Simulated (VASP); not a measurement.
Input of a VASP 6.6.1 run:

File INCAR:

```
PREC     = Accurate       # precision mode
ENCUT    = 910            # plane-wave cutoff, eV
EDIFF    = 1E-6           # SCF threshold, eV
ISMEAR   = 0              # smearing method
SIGMA    = 0.02           # smearing width, eV
LREAL    = F              # projectors in reciprocal space
LASPH    = T              # aspherical terms in the spheres
NELM     = 200            # most SCF steps
ALGO     = Normal         # electronic algorithm
ISIF     = 2              # what is computed and relaxed
LWAVE    = F              # write WAVECAR
LCHARG   = T              # write CHGCAR
LMAXMIX  = 4              # l up to which the mixer works
LDAU     = T              # DFT+U
LDAUTYPE = 2            
LDAUL    = -1 2 -1        # shell
LDAUU    = 0 4 0          # U, eV
LDAUJ    = 0 0 0        
LDAUPRINT= 1            
GGA      = PE             # functional
LELF     = T              # ELF
LVHAR    = T            
NBANDS   = 28             # bands
GGA_COMPAT= F
```

KPOINTS

```
Automatic mesh
0
Gamma
  8 8 8
```

Contents of POSCAR:

```
SrTiO3
1.0
    3.9721416701      0.0000000000      0.0000000000
    0.0000000000      3.9721416701      0.0000000000
    0.0000000000      0.0000000000      3.9721416701
Sr Ti O
1 1 3
Direct
    0.0000000000      0.0000000000      0.0000000000
    0.5000000000      0.5000000000      0.5000000000
    0.5000000000      0.0000000000      0.5000000000
    0.5000000000      0.5000000000      0.0000000000
    0.0000000000      0.5000000000      0.5000000000
```

Potentials or basis: VASP PAW PBE potentials, release 64 (Sr_sv, Ti_sv, O_h).

Command:

```console
$ cat potpaw_PBE.64/Sr_sv/POTCAR potpaw_PBE.64/Ti_sv/POTCAR potpaw_PBE.64/O_h/POTCAR > POTCAR
$ mpirun -np 1 vasp_std > vasp.out
```

**Question.** What does it give for the band gap on the k mesh?

**Answer.** 2.27 eV (least direct gap 2.71 eV).

**Question.** What does it give for the pressure?

**Answer.** -0.8 GPa.

Eigenvalues of the final occupation matrices:
| site | spin | trace | eigenvalues |
| --- | --- | --- | --- |
| site 2 d | 1 | 0.79 | 0.10 0.10 0.10 0.24 0.24 |
| site 2 d | 2 | 0.79 | 0.10 0.10 0.10 0.24 0.24 |

Caveat: the cutoff is under 1.25 times the usual one of these potentials, so pressure, stress and relaxed cells hold a basis-set (Pulay) error. A k mesh can miss the band edges.
